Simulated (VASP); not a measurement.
# Si2W3 (P4/mmm) in VASP: a series of runs, part 2 of 3

VASP 6.6.1. The steps go on from the part before.

## Step 3: Single point, PBE

This run uses another cell than the first one, of 19.00 Å³/atom.

Input file INCAR:

```
SYSTEM = Si2W3
  PREC = Accurate
  ENCUT = 520
  EDIFF = 1E-6
  ISMEAR = 0
  SIGMA = 0.1
  LREAL = .False.
  LASPH = .True.
  NELM = 80
  ALGO = Normal
  ISIF = 2
  LWAVE = .False.
  LCHARG = .False.
  GGA = PE
  NBANDS = 33
```

Input file KPOINTS:

```
regular mesh
0
Gamma
  6 6 4
  0 0 0
```

Input file POSCAR:

```
Si2W3
1.0
    3.5774143100      0.0000000000      0.0000000000
    0.0000000000      3.5774143100      0.0000000000
    0.0000000000      0.0000000000      7.4243162300
Si W
2 3
Direct
    0.5000000000      0.0000000000      0.0000000000
    0.0000000000      0.5000000000      0.0000000000
    0.0000000000      0.0000000000      0.1330117500
    0.0000000000      0.0000000000      0.8669882500
    0.0000000000      0.0000000000      0.5000000000
```

Potentials or basis: VASP PAW PBE potentials, release 64 (Si, W_sv).

On the command line:

```console
$ cat potpaw_PBE.64/Si/POTCAR potpaw_PBE.64/W_sv/POTCAR > POTCAR
$ mpirun -np 1 vasp_std > vasp.out
```

OUTCAR:

```text
SYSTEM = Si2W3
   PREC = Accurate
   ENCUT = 520
   EDIFF = 1E-6
   ISMEAR = 0
   LREAL = .False.
   LASPH = .True.
   NELM = 80
   ISIF = 2
   GGA = PE

 ion  position               nearest neighbor table
   1  0.500  0.000  0.000-   3 2.04   4 2.04   3 2.04   4 2.04   2 2.53   2 2.53   2 2.53   2 2.53

   2  0.000  0.500  0.000-   3 2.04   4 2.04   3 2.04   4 2.04   1 2.53   1 2.53   1 2.53   1 2.53

   3  0.000  0.000  0.133-   4 1.98   2 2.04   1 2.04   2 2.04   1 2.04   5 2.72
   4  0.000  0.000  0.867-   3 1.98   2 2.04   1 2.04   2 2.04   1 2.04   5 2.72
   5  0.000  0.000  0.500-   3 2.72   4 2.72

  LATTYP: Found a simple tetragonal cell.
 ALAT       =     3.5774143100
 C/A-ratio  =     2.0753302767

  Lattice vectors:

 A1 = (   3.5774143100,   0.0000000000,   0.0000000000)
 A2 = (   0.0000000000,   3.5774143100,   0.0000000000)
 A3 = (   0.0000000000,   0.0000000000,   7.4243162300)

Analysis of symmetry for initial positions (statically):
=====================================================================
 Subroutine PRICEL returns:
 Original cell was already a primitive cell.

 Routine SETGRP: Setting up the symmetry group for a
 simple tetragonal supercell.

 Subroutine GETGRP returns: Found 16 space group operations
 (whereof 16 operations were pure point group operations)
 out of a pool of 16 trial point group operations.

The static configuration has the point symmetry D_4h.

Analysis of symmetry for dynamics (positions and initial velocities):
=====================================================================
 Subroutine PRICEL returns:
 Original cell was already a primitive cell.

 Routine SETGRP: Setting up the symmetry group for a
 simple tetragonal supercell.

 Subroutine GETGRP returns: Found 16 space group operations
 (whereof 16 operations were pure point group operations)
[... 120 lines left out ...]
   NUPDOWN=      -1.0000    fix difference up-down
   EMIN   =  10.00;   EMAX   =-10.00  energy-range for DOS
   EFERMI =   0.00;   METHOD = LEGACY
   ISMEAR =     0;   SIGMA  =   0.10  broadening in eV -4-tet -1-fermi 0-gaus
   EFERMI_NEDOS =   21; number of points for ismear=-14 and -15
   IALGO  =     38    algorithm
   IMIX   =      4    mixing-type and parameters
     AMIX     =   0.40;   BMIX     =  1.00
     AMIX_MAG =   1.60;   BMIX_MAG =  1.00
  volume/ion in A,a.u.               =      19.00       128.24
  Fermi-wavevector in a.u.,A,eV,Ry     =   1.321701  2.497653 23.767926  1.746893
  Thomas-Fermi vector in A             =   2.451436
   LORBIT       =      0    0 simple, 1 ext, 2 COOP (PROOUT), +10 PAW based schemes
   GGA     = PE    functional components
   LHFCALC =     F    Hartree Fock is set to
   AEXX    =    0.0000 exact exchange contribution
   IVDW    =     0    specifies the selected vdW correction
   LEPSILON=     F    determine dielectric tensor
   LRPA    =     F    only Hartree local field effects (RPA)
 non-spin polarized calculation
 Gauss-broadening in eV      SIGMA  =   0.10
  energy-cutoff  :      520.00
  volume of cell :       95.02
 maximum number of plane-waves:      2587
 NGX is ok and might be reduce to    28
   NGX = 13   NGY = 13   NGZ = 27

 number of electron      49.9999995 magnetization

 Free energy of the ion-electron system (eV)
  ---------------------------------------------------
  ext. energy  EPLUGINS =         0.00000000
  ---------------------------------------------------
  free energy    TOTEN  =       -22.97335937 eV

  energy without entropy =      -22.93502256  energy(sigma->0) =      -22.95419097

 E-fermi :   7.3953     XC(G=0): -10.8618

 val. band max:        7.3950287622   @ k =   0.3333   0.1667   0.2500
 cond. band min:       7.3981253551   @ k =   0.5000   0.5000   0.2500
 fundamental gap:      0.0030965929
 Fermi energy:         7.3953021755

 k-point     1 :       0.0000    0.0000    0.0000
  band No.  band energies     occupation
      1     -66.8641      2.00000
      2     -66.7785      2.00000
      3     -65.6517      2.00000
      4     -34.1616      2.00000
      5     -31.4250      2.00000
      6     -31.4250      2.00000
[... 853 lines left out ...]
     32      10.3867      0.00000
     33      10.4236      0.00000

 [... further k-points ...]
[... 5 lines left out ...]
  --------------------------------------------------------------------------------------
  -------------------------------------------------------------------------------------
  Total       51.8392408     51.8392408     73.8388589      0.0000000      0.0000000      0.0000000
  in kB      874.1264731    874.1264731   1245.0896336      0.0000000      0.0000000      0.0000000
  external PRESSURE =     997.7808600 kB  Pullay stress =       0.0000000 kB

 VOLUME and BASIS-vectors are now :
 -----------------------------------------------------------------------------
  energy-cutoff  :      520.00
  volume of cell :       95.02
      direct lattice vectors                 reciprocal lattice vectors
     3.577414310  0.000000000  0.000000000     0.279531503  0.000000000  0.000000000
     0.000000000  3.577414310  0.000000000     0.000000000  0.279531503  0.000000000
     0.000000000  0.000000000  7.424316230     0.000000000  0.000000000  0.134692539

 POSITION                                       TOTAL-FORCE (eV/Angst)
 -----------------------------------------------------------------------------------
      1.78871      0.00000      0.00000         0.000000     -0.000000      0.000000
      0.00000      1.78871      0.00000         0.000000     -0.000000      0.000000
      0.00000      0.00000      0.98752         0.000000      0.000000     38.671822
      0.00000      0.00000      6.43679        -0.000000     -0.000000    -38.671822
      0.00000      0.00000      3.71216         0.000000     -0.000000      0.000000
 -----------------------------------------------------------------------------------
    total drift:                               -0.000000     -0.000000      0.000000

  FREE ENERGIE OF THE ION-ELECTRON SYSTEM (eV)
  ---------------------------------------------------
  free  energy   TOTEN  =       -22.9733593742 eV

  energy  without entropy=      -22.9350225590  energy(sigma->0) =      -22.95419097
```

stdout:

```text
POSCAR found type information on POSCAR SiW
 POSCAR found :  2 types and       5 ions
 scaLAPACK will be used
 LDA part: xc-table for (Slater+PW92), standard interpolation
 POSCAR, INCAR and KPOINTS ok, starting setup
 FFT: planning ... GRIDC
 FFT: planning ... GRID_SOFT
 FFT: planning ... GRID
 WAVECAR not read
 entering main loop
```

Run time: 56 s. Hardware: 1 thread of AMD EPYC 9R45 (Zen 5), shared host; peak memory 0.2 GiB.

What came out:

| Property | Result |
| --- | --- |
| Free energy | -22.9734 eV |
| Pressure | 99.8 GPa |
| Largest force | 38.672 eV/Å |
| Band gap on the k mesh | zero (bands 25 and 26 overlap by 0.70 eV) |

Forces on the atoms (eV/Å):
```
Si    0.000   0.000   0.000
Si    0.000   0.000   0.000
W     0.000   0.000  38.672
W     0.000   0.000 -38.672
W     0.000   0.000   0.000
```

Caveat: atoms lie so close that the PAW spheres overlap strongly, which falsifies energies and pressures; the stress differs along the axes, from 87 to 125 GPa; spin-orbit coupling is left out, which moves the levels of the heavy elements; forces of over 1 eV/Å act on the atoms, so gaps and moduli don't describe the material at rest.

## Step 4: Single point, PBE

This run uses another cell than the first one, of 18.15 Å³/atom.

Input file INCAR:

```
SYSTEM = Si2W3
PREC = Accurate
ENCUT = 520
EDIFF = 1E-6
ISMEAR = 0
SIGMA = 0.1
LREAL = .FALSE.
LASPH = .TRUE.
NELM = 80
ALGO = Fast
ISIF = 2
LWAVE = .FALSE.
LCHARG = .TRUE.
GGA = PE
LELF = .TRUE.
LVHAR = .TRUE.
NBANDS = 33
```

Input file KPOINTS:

```
regular mesh
0
G
  12 12 4
  0 0 0
```

Input file POSCAR:

```
Si2W3
1.0
    3.1629465123      0.0000000000      0.0000000000
    0.0000000000      3.1629465123      0.0000000000
    0.0000000000      0.0000000000      9.0708966127
Si W
2 3
Direct
    0.5000000000      0.0000000000      0.0000000000
    0.0000000000      0.5000000000      0.0000000000
    0.0000000000      0.0000000000      0.2272154457
    0.0000000000      0.0000000000      0.7727845543
    0.0000000000      0.0000000000      0.5000000000
```

On the command line:

```console
$ cat potpaw_PBE.64/Si/POTCAR potpaw_PBE.64/W_sv/POTCAR > POTCAR
$ mpirun -np 1 vasp_std > vasp.out
```

It took 2.6 min on 1 thread of AMD EPYC 9R45 (Zen 5), shared host; peak memory 0.3 GiB.

It converged, with:

- Free energy: -42.2490 eV
- Pressure: 0.2 GPa
- Largest force: 0.069 eV/Å
- Band gap on the k mesh: zero (bands 25 and 26 overlap by 1.73 eV)

Forces in eV/Å, atoms in the order of the input:
```
Si   0.000  0.000  0.000
Si   0.000  0.000  0.000
W    0.000  0.000 -0.069
W    0.000  0.000  0.069
W    0.000  0.000  0.000
```

Stress tensor (GPa, compression positive):
```
-0.06  0.00  0.00
 0.00 -0.06  0.00
 0.00  0.00  0.75
```

Levels at points of the mesh, in eV from the Fermi level:
| k point | band 21 | band 22 | band 23 | band 24 | band 25 | band 26 | band 27 | band 28 | band 29 | band 30 |
| --- | --- | --- | --- | --- | --- | --- | --- | --- | --- | --- |
| (0.00, 0.00, 0.00) | -2.41 | -2.00 | -1.68 | -1.02 | -1.02 | -0.03 | 1.65 | 1.89 | 2.20 | 2.39 |
| (0.50, 0.00, 0.00) | -1.43 | -1.30 | -1.18 | -0.67 | -0.45 | 0.44 | 0.87 | 1.28 | 2.50 | 2.84 |
| (0.50, 0.50, 0.00) | -2.01 | -1.20 | -1.20 | -1.15 | -0.71 | -0.01 | -0.01 | 3.15 | 3.33 | 3.93 |
| (0.00, 0.00, 0.50) | -2.97 | -1.57 | -1.17 | -0.70 | 0.06 | 0.06 | 0.10 | 0.10 | 1.95 | 2.09 |
| (0.50, 0.00, 0.50) | -1.65 | -1.49 | -0.36 | 0.15 | 0.51 | 0.56 | 1.07 | 1.12 | 1.15 | 1.28 |
| (0.50, 0.50, 0.50) | -2.33 | -2.33 | -1.63 | -1.42 | 1.16 | 1.16 | 2.36 | 2.38 | 3.16 | 3.32 |

Caveat: spin-orbit coupling is left out, which moves the levels of the heavy elements.

## Step 5: Relaxation of cell and atoms, PBE

This run uses another cell than the first one, of 19.00 Å³/atom.

Input file INCAR:

```
  PREC = Accurate
  ENCUT = 600
  EDIFF = 1E-6
  ISMEAR = 0
  SIGMA = 0.1
  LREAL = False
  LASPH = True
  NELM = 80
  ALGO = Fast
  ISIF = 3
  LWAVE = False
  LCHARG = False
  GGA = PE
  IBRION = 2
  NSW = 90
  EDIFFG = -0.04
```

Input file KPOINTS:

```
Automatic mesh
0
Gamma
  6 6 4
```

Input file POSCAR:

```
Si2W3
1.0
    3.5774143100      0.0000000000      0.0000000000
    0.0000000000      3.5774143100      0.0000000000
    0.0000000000      0.0000000000      7.4243162300
Si W
2 3
Direct
    0.5000000000      0.0000000000      0.0000000000
    0.0000000000      0.5000000000      0.0000000000
    0.0000000000      0.0000000000      0.1330117500
    0.0000000000      0.0000000000      0.8669882500
    0.0000000000      0.0000000000      0.5000000000
```

On the command line:

```console
$ cat potpaw_PBE.64/Si/POTCAR potpaw_PBE.64/W_sv/POTCAR > POTCAR
$ mpirun -np 1 vasp_std > vasp.out
```

Run time: 48 min. Hardware: 1 thread of AMD EPYC 9R45 (Zen 5), shared host; peak memory 0.26 GiB.

The run converged. Its results:

```yaml
Free_energy: -42.2832 eV
Relaxed_volume: 18.22 Å³/atom
Relaxed_cell: a = 3.172 Å, b = 3.172 Å, c = 9.055 Å, α = 90.00°, β = 90.00°, γ = 90.00°
Space_group_after_relaxing_to_0.1_Å: P4/mmm (No. 123)
Pressure_after_relaxing: 0.0 GPa
Largest_force_after_relaxing: 0.009 eV/Å
Band_gap_on_the_k_mesh: zero (bands 25 and 26 overlap by 1.76 eV)
```

Forces on the atoms (eV/Å):
```
Si   0.000  0.000  0.000
Si   0.000  0.000  0.000
W    0.000  0.000 -0.009
W    0.000  0.000  0.009
W    0.000  0.000  0.000
```

Final structure:
```cif
data_structure
_symmetry_space_group_name_H-M 'P 1'
_symmetry_Int_Tables_number 1
_cell_length_a 3.1720
_cell_length_b 3.1720
_cell_length_c 9.0545
_cell_angle_alpha 90.000
_cell_angle_beta 90.000
_cell_angle_gamma 90.000
_cell_volume 91.11
loop_
_atom_site_label
_atom_site_type_symbol
_atom_site_fract_x
_atom_site_fract_y
_atom_site_fract_z
_atom_site_occupancy
Si1 Si 0.50000 0.00000 0.00000 1
Si2 Si 0.00000 0.50000 0.00000 1
W1 W 0.00000 0.00000 0.22514 1
W2 W 0.00000 0.00000 0.77486 1
W3 W 0.00000 0.00000 0.50000 1
```

Levels at points of the mesh, in eV from the Fermi level:
```csv
k point,band 22,band 23,band 24,band 25,band 26,band 27,band 28,band 29
"(0.00, 0.00, 0.00)",-1.92,-1.62,-1.02,-1.02,-0.07,1.84,2.13,2.54
"(0.50, 0.00, 0.00)",-1.39,-1.16,-0.67,-0.55,0.38,0.91,1.30,2.47
"(0.50, 0.50, 0.00)",-1.21,-1.21,-1.16,-0.67,0.03,0.03,3.10,3.25
"(0.00, 0.00, 0.50)",-1.52,-1.25,-0.64,-0.01,0.15,0.15,1.92,2.01
"(0.50, 0.00, 0.50)",-1.46,-0.49,0.14,0.44,0.60,1.03,1.11,1.16
"(0.50, 0.50, 0.50)",-2.26,-1.58,-1.37,1.16,1.16,2.37,2.38,3.11
```

Caveat: a cell axis changed by over 15 % at a fixed basis, so the end point is rough; spin-orbit coupling is left out, which moves the levels of the heavy elements.

[end of part 2 of 3]

The gap in the log of VASP goes by the Fermi energy; the results here count the filled bands.